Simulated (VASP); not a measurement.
# NbC (Fm-3m) in VASP: settings compared

The runs below take NbC through single point, with PBEsol+D3(BJ), revPBE.

All numbers are computed with VASP 6.6.1; they aren't measurements. Logs are shortened: lines on timing, memory, paths and dates and some standing lists are left out, and cuts for length are marked.

**1. The cell of the first run**

Symmetry: Fm-3m, No. 225, cubic system. Conventional cell: a = 4.388 Å, b = 4.388 Å, c = 4.388 Å, α = 90.00°, β = 90.00°, γ = 90.00°. Within 2.9 Å of Nb (site symmetry m-3m) lie 6 C at 2.19 Å. Within 2.9 Å of C (site symmetry m-3m) lie 6 Nb at 2.19 Å.

**2. Single point, PBEsol+D3(BJ) (volume scaled by 0.98)**

File INCAR:

```
SYSTEM = NbC
PREC = Accurate
ENCUT = 600
EDIFF = 1E-6
ISMEAR = 0
SIGMA = 0.05
LREAL = .FALSE.
LASPH = .TRUE.
NELM = 120
ALGO = Normal
ISIF = 2
LWAVE = .FALSE.
LCHARG = .TRUE.
GGA = PS
IVDW = 12
LELF = .TRUE.
LVHAR = .TRUE.
NBANDS = 16
GGA_COMPAT = .FALSE.
```

File KPOINTS:

```
Automatic mesh
0
G
  10 10 10
  0 0 0
```

File POSCAR:

```
NbC
1.0
    0.0000000000      2.1939051189      2.1939051189
    2.1939051189      0.0000000000      2.1939051189
    2.1939051189      2.1939051189      0.0000000000
Nb C
1 1
Direct
    0.0000000000      0.0000000000      0.0000000000
    0.5000000000      0.5000000000      0.5000000000
```

Potentials or basis: VASP PAW PBE potentials, release 64 (Nb_sv, C).

Run with:

```
$ cat potpaw_PBE.64/Nb_sv/POTCAR potpaw_PBE.64/C/POTCAR > POTCAR
$ mpirun -np 1 vasp_std > vasp.out
```

OUTCAR:

```text
SYSTEM = NbC
   PREC = Accurate
   ENCUT = 600
   EDIFF = 1E-6
   ISMEAR = 0
   LREAL = .FALSE.
   LASPH = .TRUE.
   NELM = 120
   ISIF = 2
   GGA = PS
   IVDW = 12
 IVDW          = 12

 ion  position               nearest neighbor table
   1  0.000  0.000  0.000-   2 2.19   2 2.19   2 2.19   2 2.19   2 2.19   2 2.19
   2  0.500  0.500  0.500-   1 2.19   1 2.19   1 2.19   1 2.19   1 2.19   1 2.19

  LATTYP: Found a face centered cubic cell.
 ALAT       =     4.3878102378

  Lattice vectors:

 A1 = (   0.0000000000,   2.1939051189,   2.1939051189)
 A2 = (   2.1939051189,   0.0000000000,   2.1939051189)
 A3 = (   2.1939051189,   2.1939051189,   0.0000000000)

Analysis of symmetry for initial positions (statically):
=====================================================================
 Subroutine PRICEL returns:
 Original cell was already a primitive cell.

 Routine SETGRP: Setting up the symmetry group for a
 face centered cubic supercell.

 Subroutine GETGRP returns: Found 48 space group operations
 (whereof 48 operations were pure point group operations)
 out of a pool of 48 trial point group operations.

The static configuration has the point symmetry O_h .

Analysis of symmetry for dynamics (positions and initial velocities):
=====================================================================
 Subroutine PRICEL returns:
 Original cell was already a primitive cell.

 Routine SETGRP: Setting up the symmetry group for a
 face centered cubic supercell.

 Subroutine GETGRP returns: Found 48 space group operations
 (whereof 48 operations were pure point group operations)
 out of a pool of 48 trial point group operations.

The dynamic configuration has the point symmetry O_h .

 Subroutine INISYM returns: Found 48 space group operations
 (whereof 48 operations are pure point group operations),
 and found     1 'primitive' translations

----------------------------------------------------------------------------------------

                                     Primitive cell

  volume of cell :      21.1195

  direct lattice vectors                    reciprocal lattice vectors
     0.000000000  2.193905119  2.193905119    -0.227904113  0.227904113  0.227904113
     2.193905119  0.000000000  2.193905119     0.227904113 -0.227904113  0.227904113
     2.193905119  2.193905119  0.000000000     0.227904113  0.227904113 -0.227904113

  length of vectors
     3.102650374  3.102650374  3.102650374     0.394741503  0.394741503  0.394741503

  position of ions in fractional coordinates (direct lattice)
     0.000000000  0.000000000  0.000000000
     0.500000000  0.500000000  0.500000000
[... 80 lines left out ...]
   NSW    =      0    number of steps for IOM
   IBRION =     -1    ionic relax: 0-MD 1-quasi-New 2-CG
   NFREE  =      0    steps in history (QN), initial steepest desc. (CG)
   ISIF   =      2    stress and relaxation
   ISYM   =      2    0-nonsym 1-usesym 2-fastsym
   POTIM  = 0.5000    time-step for ionic-motion
   TEBEG  =    0.0;   TEEND  =   0.0 temperature during run
   PSTRESS=    0.0 pullay stress
   NELECT =      17.0000    total number of electrons
   NUPDOWN=      -1.0000    fix difference up-down
   EMIN   =  10.00;   EMAX   =-10.00  energy-range for DOS
   EFERMI =   0.00;   METHOD = LEGACY
   ISMEAR =     0;   SIGMA  =   0.05  broadening in eV -4-tet -1-fermi 0-gaus
   EFERMI_NEDOS =   21; number of points for ismear=-14 and -15
   IALGO  =     38    algorithm
   IMIX   =      4    mixing-type and parameters
     AMIX     =   0.40;   BMIX     =  1.00
     AMIX_MAG =   1.60;   BMIX_MAG =  1.00
  volume/ion in A,a.u.               =      10.56        71.26
  Fermi-wavevector in a.u.,A,eV,Ry     =   1.522872  2.877810 31.553788  2.319138
  Thomas-Fermi vector in A             =   2.631392
   LORBIT       =      0    0 simple, 1 ext, 2 COOP (PROOUT), +10 PAW based schemes
   GGA     = PS    functional components
   LHFCALC =     F    Hartree Fock is set to
   AEXX    =    0.0000 exact exchange contribution
   IVDW    =    12    specifies the selected vdW correction
   LEPSILON=     F    determine dielectric tensor
   LRPA    =     F    only Hartree local field effects (RPA)
 non-spin polarized calculation
 Gauss-broadening in eV      SIGMA  =   0.05
  energy-cutoff  :      600.00
  volume of cell :       21.12
 maximum number of plane-waves:       725
 NGX is ok and might be reduce to    28
   NGX = 13   NGY = 13   NGZ = 13

 number of electron      17.0000000 magnetization

 Free energy of the ion-electron system (eV)
  ---------------------------------------------------
  ext. energy  EPLUGINS =         0.00000000
  ---------------------------------------------------
  free energy    TOTEN  =       -21.83209388 eV

  energy without entropy =      -21.83139407  energy(sigma->0) =      -21.83174398

 E-fermi :  13.1603     XC(G=0): -13.5192

 val. band max:       13.1196414343   @ k =  -0.4000   0.4000   0.1000
 cond. band min:      13.3785043743   @ k =  -0.2000   0.2000   0.0000
 fundamental gap:      0.2588629400
 Fermi energy:        13.1603353674

 k-point     1 :       0.0000    0.0000    0.0000
  band No.  band energies     occupation
      1     -42.2595      2.00000
      2     -17.9473      2.00000
      3     -17.9473      2.00000
      4     -17.9473      2.00000
      5      -0.4231      2.00000
      6      11.8542      2.00000
[... 433 lines left out ...]
      3     -18.2483      2.00000
      4     -18.2159      2.00000
      5       1.3634      2.00000
      6       7.9267      2.00000
[... 8 lines left out ...]
     15      26.5525      0.00000
     16      29.3049      0.00000

 [... further k-points ...]

------------------------ aborting loop because EDIFF is reached ----------------------------------------

 Edisp (eV)   -0.97625

 E8    (eV) :    -0.6562

  FORCE on cell =-STRESS in cart. coord.  units (eV):
  Direction    XX          YY          ZZ          XY          YZ          ZX
  --------------------------------------------------------------------------------------
  -------------------------------------------------------------------------------------
  Total       0.85710     0.85710     0.85710     0.00000     0.00000     0.00000
  in kB      65.02149    65.02149    65.02149     0.00000     0.00000     0.00000
  external pressure =       65.02 kB  Pullay stress =        0.00 kB

 VOLUME and BASIS-vectors are now :
 -----------------------------------------------------------------------------
  energy-cutoff  :      600.00
  volume of cell :       21.12
      direct lattice vectors                 reciprocal lattice vectors
     0.000000000  2.193905119  2.193905119    -0.227904113  0.227904113  0.227904113
     2.193905119  0.000000000  2.193905119     0.227904113 -0.227904113  0.227904113
     2.193905119  2.193905119  0.000000000     0.227904113  0.227904113 -0.227904113

 POSITION                                       TOTAL-FORCE (eV/Angst)
 -----------------------------------------------------------------------------------
      0.00000      0.00000      0.00000         0.000000      0.000000      0.000000
      2.19391      2.19391      2.19391        -0.000000     -0.000000      0.000000
 -----------------------------------------------------------------------------------
    total drift:                               -0.000000      0.000000      0.000000

  FREE ENERGIE OF THE ION-ELECTRON SYSTEM (eV)
  ---------------------------------------------------
  free  energy   TOTEN  =       -22.8083440583 eV

  energy  without entropy=      -22.8076442481  energy(sigma->0) =      -22.80799415
```

stdout:

```text
POSCAR found type information on POSCAR NbC
 POSCAR found :  2 types and       2 ions
 scaLAPACK will be used
 -----------------------------------------------------------------------------
|                                                                             |
|                                                                             |
|     You enforced a specific xc type in the INCAR file but a different       |
|     I HOPE YOU KNOW WHAT YOU ARE DOING!                                     |
|                                                                             |
 -----------------------------------------------------------------------------

 LDA part: xc-table for (Slater+PW92), standard interpolation
 POSCAR, INCAR and KPOINTS ok, starting setup
 FFT: planning ... GRIDC
 FFT: planning ... GRID_SOFT
 FFT: planning ... GRID
 WAVECAR not read
 entering main loop
```

Wall time 13 s (1 thread of AMD EPYC 9R45 (Zen 5), shared host); peak memory 0.15 GiB.

Results:

```yaml
Free_energy: -22.8083 eV
Pressure: 6.5 GPa
Dispersion_energy_per_atom: -0.488 eV
```

Levels at points of the mesh, in eV from the Fermi level:
```csv
k point,band 5,band 6,band 7,band 8,band 9,band 10,band 11,band 12,band 13,band 14
"(0.00, 0.00, 0.00)",-13.58,-1.31,-1.31,-1.31,-0.11,-0.11,-0.11,0.52,0.52,8.41
"(0.50, 0.00, 0.00)",-9.54,-7.81,-5.29,-5.29,2.48,2.48,4.02,6.02,9.74,9.74
"(0.50, 0.50, 0.00)",-12.28,-4.41,-3.71,-1.16,-1.16,2.32,3.69,3.69,7.34,10.82
```

Caveat: the cell differs from its parent crystal (volume scaled by 0.98); the PAW data sets were made with another functional, which shifts forces and pressure a little; pairwise dispersion overbinds metals, which lowers pressure and volume.

**3. Single point, PBEsol+D3(BJ) (volume scaled by 1.02)**

File INCAR:

```
SYSTEM = NbC
PREC = Accurate
ENCUT = 600
EDIFF = 1E-6
ISMEAR = 0
SIGMA = 0.05
LREAL = .False.
LASPH = .True.
NELM = 120
ALGO = Normal
ISIF = 2
LWAVE = .False.
LCHARG = .False.
GGA = PS
IVDW = 12
NBANDS = 16
GGA_COMPAT = .False.
```

File KPOINTS:

```
regular mesh
0
Gamma
  10 10 10
  0 0 0
```

File POSCAR:

```
NbC
1.0
    0.0000000000      2.2233570241      2.2233570241
    2.2233570241      0.0000000000      2.2233570241
    2.2233570241      2.2233570241      0.0000000000
Nb C
1 1
Direct
    0.0000000000      0.0000000000      0.0000000000
    0.5000000000      0.5000000000      0.5000000000
```

Potentials or basis: VASP PAW PBE potentials, release 64 (Nb_sv, C).

Run with:

```
$ cat potpaw_PBE.64/Nb_sv/POTCAR potpaw_PBE.64/C/POTCAR > POTCAR
$ mpirun -np 1 vasp_std > vasp.out
```

Wall time 14 s (1 thread of Intel Xeon 6975P-C (Granite Rapids), shared host); peak memory 0.17 GiB.

Results (log left out):

* Free energy: -22.8074 eV
* Pressure: -7.0 GPa
* Dispersion energy per atom: -0.469 eV

Levels at points of the mesh, in eV from the Fermi level:
| k point | band 5 | band 6 | band 7 | band 8 | band 9 | band 10 | band 11 | band 12 | band 13 | band 14 |
| --- | --- | --- | --- | --- | --- | --- | --- | --- | --- | --- |
| (0.00, 0.00, 0.00) | -13.37 | -1.23 | -1.23 | -1.23 | -0.08 | -0.08 | -0.08 | 0.49 | 0.49 | 7.94 |
| (0.50, 0.00, 0.00) | -9.56 | -7.56 | -5.07 | -5.07 | 2.33 | 2.33 | 3.80 | 5.91 | 9.28 | 9.28 |
| (0.50, 0.50, 0.00) | -12.02 | -4.17 | -3.72 | -1.16 | -1.16 | 2.18 | 3.47 | 3.47 | 6.84 | 10.26 |

Caveat: the cell differs from its parent crystal (volume scaled by 1.02); the PAW data sets were made with another functional, which shifts forces and pressure a little; pairwise dispersion overbinds metals, which lowers pressure and volume.

**4. Single point, revPBE**

This run uses another cell than the first one, of 10.65 Å³/atom, 1.008 times its volume.

File INCAR:

```
PREC = Accurate ; ENCUT = 600
EDIFF = 1E-6 ; ISMEAR = 0
SIGMA = 0.05 ; LREAL = False
LASPH = True ; NELM = 120
ALGO = Normal ; ISIF = 2
LWAVE = False ; LCHARG = True
GGA = RE ; LELF = True
LVHAR = True ; NBANDS = 16
GGA_COMPAT = False
```

File KPOINTS:

```
Automatic mesh
0
Gamma
  10 10 10
```

File POSCAR:

```
NbC
1.0
    0.0000000000      2.2000000000      2.2000000000
    2.2000000000      0.0000000000      2.2000000000
    2.2000000000      2.2000000000      0.0000000000
Nb C
1 1
Direct
    0.0000000000      0.0000000000      0.0000000000
    0.5000000000      0.5000000000      0.5000000000
```

Potentials or basis: VASP PAW PBE potentials, release 64 (Nb_sv, C).

Run with:

```
$ cat potpaw_PBE.64/Nb_sv/POTCAR potpaw_PBE.64/C/POTCAR > POTCAR
$ mpirun -np 1 vasp_std > vasp.out
```

OUTCAR:

```text
PREC = Accurate
   ENCUT = 600
   EDIFF = 1E-6
   ISMEAR = 0
   LREAL = False
   LASPH = True
   NELM = 120
   ISIF = 2
   GGA = RE

 ion  position               nearest neighbor table
   1  0.000  0.000  0.000-   2 2.20   2 2.20   2 2.20   2 2.20   2 2.20   2 2.20
   2  0.500  0.500  0.500-   1 2.20   1 2.20   1 2.20   1 2.20   1 2.20   1 2.20

  LATTYP: Found a face centered cubic cell.
 ALAT       =     4.4000000000

  Lattice vectors:

 A1 = (   0.0000000000,   2.2000000000,   2.2000000000)
 A2 = (   2.2000000000,   0.0000000000,   2.2000000000)
[... 627 lines left out ...]
      5       1.3609      2.00000
      6       8.0085      2.00000
[... 8 lines left out ...]
     15      26.5921      0.00000
     16      29.2736      0.00000

 [... further k-points ...]
[... 5 lines left out ...]
  --------------------------------------------------------------------------------------
  -------------------------------------------------------------------------------------
  Total        2.8541940      2.8541940      2.8541940      0.0000000     -0.0000000     -0.0000000
  in kB      214.7316390    214.7316390    214.7316390      0.0000000     -0.0000000     -0.0000000
  external PRESSURE =     214.7316390 kB  Pullay stress =       0.0000000 kB

 VOLUME and BASIS-vectors are now :
 -----------------------------------------------------------------------------
  energy-cutoff  :      600.00
  volume of cell :       21.30
      direct lattice vectors                 reciprocal lattice vectors
     0.000000000  2.200000000  2.200000000    -0.227272727  0.227272727  0.227272727
     2.200000000  0.000000000  2.200000000     0.227272727 -0.227272727  0.227272727
     2.200000000  2.200000000  0.000000000     0.227272727  0.227272727 -0.227272727

 POSITION                                       TOTAL-FORCE (eV/Angst)
 -----------------------------------------------------------------------------------
      0.00000      0.00000      0.00000        -0.000000      0.000000      0.000000
      2.20000      2.20000      2.20000         0.000000     -0.000000     -0.000000
 -----------------------------------------------------------------------------------
    total drift:                               -0.000000      0.000000      0.000000

  FREE ENERGIE OF THE ION-ELECTRON SYSTEM (eV)
  ---------------------------------------------------
  free  energy   TOTEN  =       -19.6497078218 eV

  energy  without entropy=      -19.6490051719  energy(sigma->0) =      -19.64935650
```

OSZICAR:

```text
N       E                     dE             d eps       ncg     rms          rms(c)
DAV:   1     0.156966717214E+03    0.15697E+03   -0.96405E+03  1504   0.120E+03
DAV:   2    -0.161724803470E+02   -0.17314E+03   -0.16316E+03  1728   0.400E+02
DAV:   3    -0.229637654457E+02   -0.67913E+01   -0.65828E+01  2152   0.730E+01
DAV:   4    -0.232725160352E+02   -0.30875E+00   -0.30812E+00  2048   0.139E+01
DAV:   5    -0.232796968140E+02   -0.71808E-02   -0.71803E-02  2200   0.186E+00    0.135E+01
DAV:   6    -0.197022873086E+02    0.35774E+01   -0.72978E+00  2368   0.287E+01    0.364E+00
DAV:   7    -0.196509863702E+02    0.51301E-01   -0.47023E-01  1912   0.663E+00    0.257E+00
DAV:   8    -0.196563019895E+02   -0.53156E-02   -0.10915E-01  2504   0.346E+00    0.145E+00
DAV:   9    -0.196492573017E+02    0.70447E-02   -0.17042E-02  2088   0.132E+00    0.220E-01
DAV:  10    -0.196497252206E+02   -0.46792E-03   -0.95038E-04  1808   0.350E-01    0.761E-02
DAV:  11    -0.196497087555E+02    0.16465E-04   -0.41716E-05  2040   0.616E-02    0.232E-02
DAV:  12    -0.196497078218E+02    0.93376E-06   -0.29457E-06  1888   0.182E-02
   1 F= -.19649708E+02 E0= -.19649356E+02  d E =-.702650E-03
```

Run time: 14 s. Hardware: 1 thread of Intel Xeon 6975P-C (Granite Rapids), shared host; peak memory 0.16 GiB.

What came out:

* Free energy: -19.6497 eV
* Pressure: 21.5 GPa

Levels at points of the mesh, in eV from the Fermi level:
| k point | band 5 | band 6 | band 7 | band 8 | band 9 | band 10 | band 11 | band 12 | band 13 | band 14 |
| --- | --- | --- | --- | --- | --- | --- | --- | --- | --- | --- |
| (0.00, 0.00, 0.00) | -13.61 | -1.26 | -1.26 | -1.26 | -0.13 | -0.13 | -0.13 | 0.52 | 0.52 | 8.30 |
| (0.50, 0.00, 0.00) | -9.69 | -7.72 | -5.25 | -5.25 | 2.44 | 2.44 | 3.97 | 6.04 | 9.60 | 9.60 |
| (0.50, 0.50, 0.00) | -12.31 | -4.31 | -3.72 | -1.18 | -1.18 | 2.27 | 3.62 | 3.62 | 7.15 | 10.79 |

Caveat: the PAW data sets were made with another functional, which shifts forces and pressure a little.

**5. Single point, revPBE (volume scaled by 0.96)**

File INCAR:

```
SYSTEM = NbC
PREC     = Accurate       ! precision mode
ENCUT    = 600            ! plane-wave cutoff, eV
EDIFF    = 1E-6           ! SCF threshold, eV
ISMEAR   = 0              ! smearing method
SIGMA    = 0.05           ! smearing width, eV
LREAL    = .False.        ! projectors in reciprocal space
LASPH    = .True.         ! aspherical terms in the spheres
NELM     = 120            ! most SCF steps
ALGO     = Normal         ! electronic algorithm
ISIF     = 2              ! what is computed and relaxed
LWAVE    = .False.        ! write WAVECAR
LCHARG   = .False.        ! write CHGCAR
GGA      = RE             ! functional
NBANDS   = 16             ! bands
GGA_COMPAT= .False.
```

File KPOINTS:

```
Automatic mesh
0
Gamma
  10 10 10
  0 0 0
```

File POSCAR:

```
NbC
1.0
    0.0000000000      2.2183610682      2.2183610682
    2.2183610682      0.0000000000      2.2183610682
    2.2183610682      2.2183610682      0.0000000000
Nb C
1 1
Direct
    0.0000000000      0.0000000000      0.0000000000
    0.5000000000      0.5000000000      0.5000000000
```

Run with:

```
$ cat potpaw_PBE.64/Nb_sv/POTCAR potpaw_PBE.64/C/POTCAR > POTCAR
$ mpirun -np 1 vasp_std > vasp.out
```

Wall time 17 s (1 thread of Intel Xeon 6975P-C (Granite Rapids), shared host); peak memory 0.17 GiB.

It converged, with:

* Free energy: -19.7073 eV
* Pressure: 12.4 GPa

Levels at points of the mesh, in eV from the Fermi level:
```
           k point  band 7  band 8  band 9  band 10  band 11  band 12
(0.00, 0.00, 0.00)   -1.22   -1.22   -0.10    -0.10    -0.10     0.50
(0.50, 0.00, 0.00)   -5.11   -5.11    2.35     2.35     3.83     5.97
(0.50, 0.50, 0.00)   -3.73   -1.18   -1.18     2.18     3.48     3.48
```

Caveat: the cell differs from its parent crystal (volume scaled by 0.96); the PAW data sets were made with another functional, which shifts forces and pressure a little.

**6. Summary**

| level | cell | gap on the mesh (eV) | pressure (GPa) |
| --- | --- | --- | --- |
| PBEsol+D3(BJ) | a = 3.103 Å, angles 60.0°, 2 atoms | none | 6.5 |
| PBEsol+D3(BJ) | a = 3.144 Å, angles 60.0°, 2 atoms | none | -7.0 |
| revPBE | a = 3.111 Å, angles 60.0°, 2 atoms | none | 21.5 |
| revPBE | a = 3.137 Å, angles 60.0°, 2 atoms | none | 12.4 |

Alike in all rows: task single point; potentials or basis VASP PAW PBE potentials, release 64 (Nb_sv, C); no spin polarisation; k mesh 10 × 10 × 10; cutoff (eV) 600; smearing gaussian 0.05 eV.

Caveats: the PAW data sets were made with another functional, which shifts forces and pressure a little; pairwise dispersion overbinds metals, which lowers pressure and volume (some runs).

Absolute energies hang on the potentials; compare differences alone.
